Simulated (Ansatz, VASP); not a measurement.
MoS2 in VASP and in Ansatz

The input INCAR:

```
PREC = Accurate
ENCUT = 500
EDIFF = 1E-6
ISMEAR = 0
SIGMA = 0.02
LREAL = F
LASPH = T
NELM = 200
ALGO = Normal
ISIF = 2
LWAVE = F
LCHARG = F
LMAXMIX = 4
LDAU = T
LDAUTYPE = 2
LDAUL = 2 -1
LDAUU = 5 0
LDAUJ = 0 0
LDAUPRINT = 1
GGA = PE
IVDW = 12
NBANDS = 20
GGA_COMPAT = F
```

The input KPOINTS:

```
regular mesh
0
Gamma
  12 12 12
```

Contents of POSCAR:

```
MoS2
1.0
    1.5620666835      0.9018596202      5.7415053204
   -1.5620666835      0.9018596202      5.7415053204
    0.0000000000     -1.8037192404      5.7415053204
Mo S
1 2
Direct
    0.0000492343      0.0000492343      0.0000492343
    0.2427180768      0.2427180768      0.2427180768
    0.4242326890      0.4242326890      0.4242326890
```

Input for Ansatz:

```yaml
crystal:
  lattice:
    - [1.5620666835, 0.9018596202, 5.7415053204]
    - [-1.5620666835, 0.9018596202, 5.7415053204]
    - [0.0, -1.8037192404, 5.7415053204]
  atoms:
    - { symbol: Mo, position: [4.92343e-05, 4.92343e-05, 4.92343e-05] }
    - { symbol: S, position: [0.2427180768, 0.2427180768, 0.2427180768] }
    - { symbol: S, position: [0.424232689, 0.424232689, 0.424232689] }
basis:
  ecutwfc: 420
kpoints:
  mp_grid: { grid: [12, 12, 12] }
hamiltonian:
  xc: pbe
  dispersion: d3bj
  hubbard: { sites: [{ species: Mo, l: d, u_eff: 5.0 }], double_counting: fll }
scf:
  occupations: { method: gaussian, width: 0.02 }
output:
  forces: true
  eigenvalues: true
  stress: true
```

Alike in both runs: task single point; functional PBE; dispersion D3(BJ); k mesh 12 × 12 × 12; occupations gaussian, width 0.02 eV; no spin polarisation; Hubbard terms Mo d U = 5.0 eV.

|  | VASP | Ansatz |
| --- | --- | --- |
| version | VASP 6.6.1 | Ansatz 0.2.0 |
| potentials or method | VASP PAW PBE potentials, release 64 (Mo_sv, S), cutoff 500 eV | scalar-relativistic, plane waves, PAW |
| valence electrons in the cell | 26 | 26 |

VASP gave:

```
gap on the k mesh at the Fermi level (eV)                     : 0.60
pressure (GPa)                                                : 7.3
traceless stress, the component that is largest in VASP (GPa) : 0.32
rms of the force components (eV/Å)                            : 0.158
```

Problem. Estimate Ansatz's values.

Solution. gap on the k mesh at the Fermi level (eV): 0.67; pressure (GPa): 3.9; traceless stress, the component that is largest in VASP (GPa): -0.25; rms of the force components (eV/Å): 0.004.

The programs project onto different local orbitals, so the same U acts differently, and such runs can settle in different states. Atom by atom the forces differ by 0.161 eV/Å (rms over components).
